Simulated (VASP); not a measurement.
GdN: single point with PBE+U

Crystal: GdN.

```
Gd N
1.0
     0.00000    2.50112    2.50112
     2.50112    0.00000    2.50112
     2.50112    2.50112    0.00000
Gd N
1 1
Direct
  0.50000 0.50000 0.50000
  0.00000 0.00000 0.00000
```

| Property | Result |
| --- | --- |
| Program | VASP 6.6.1 |
| Task | single point |
| Functional | PBE |
| Potentials or basis | VASP PAW PBE potentials, release 64 (Gd, N) |
| Cutoff | 520 eV |
| k mesh | 10 × 10 × 10 |
| Occupations | gaussian, width 0.05 eV |
| Spin | collinear spin, ferromagnetic start |
| Starting moments | [7.63, 0.0] μB |
| Hubbard terms | Gd f U = 6.0 eV |
| Dipole correction | no |
| Further INCAR settings | ALGO = Normal; EDIFF = 1e-07; NBANDS = 22 |

| Item | Value |
| --- | --- |
| Pressure | 0.3 GPa |
| Band gap on the k mesh | zero (filled and empty bands overlap) |
| Net moment | 7.00 μB per cell |
| Site moments | Gd +6.87; N -0.11 μB |
| Valence electrons inside the program's atomic spheres | Gd 15.21; N 3.63 |

Levels at points of the mesh, in eV from the Fermi level:
Spin up:
```csv
k point,band 11,band 12,band 13,band 14,band 15,band 16,band 17,band 18,band 19,band 20
"(0.00, 0.00, 0.00)",-6.05,-6.05,0.24,0.24,0.24,2.65,2.65,2.65,3.34,4.74
"(0.50, 0.00, 0.00)",-6.05,-6.02,-4.14,-2.33,-2.33,5.26,5.97,5.97,6.63,10.01
"(0.50, 0.50, 0.00)",-6.11,-6.10,-1.25,-0.27,-0.15,-0.15,6.59,6.62,7.65,7.65
```
Spin down:
```csv
k point,band 4,band 5,band 6,band 7,band 8,band 9,band 10,band 11,band 12,band 13
"(0.00, 0.00, 0.00)",-18.42,-12.83,-0.33,-0.33,-0.33,3.46,3.46,3.46,3.83,4.53
"(0.50, 0.00, 0.00)",-18.52,-10.94,-3.90,-2.25,-2.25,4.51,4.88,4.88,5.18,5.18
"(0.50, 0.50, 0.00)",-18.83,-12.54,-0.96,-0.42,-0.42,0.38,4.95,4.98,5.09,5.09
```

Eigenvalues of the final occupation matrices:
```tsv
site	spin	trace	eigenvalues
site 1 f	1	6.94	0.99 0.99 0.99 0.99 0.99 0.99 0.99
site 1 f	2	0.04	0.00 0.00 0.00 0.00 0.01 0.01 0.01
```

It took 2.3 min on 1 thread of Intel(R) Xeon(R) Platinum 8259CL CPU @ 2.50GHz (Skylake/Cascade Lake), on a shared host, peak memory 0.22 GiB.

Caveat: spin-orbit coupling is left out, which moves the levels of the heavy elements; a cell with one magnetic atom can't hold antiferromagnetic order, which such compounds often take. The state reached can hang on the start; a lower one may exist.
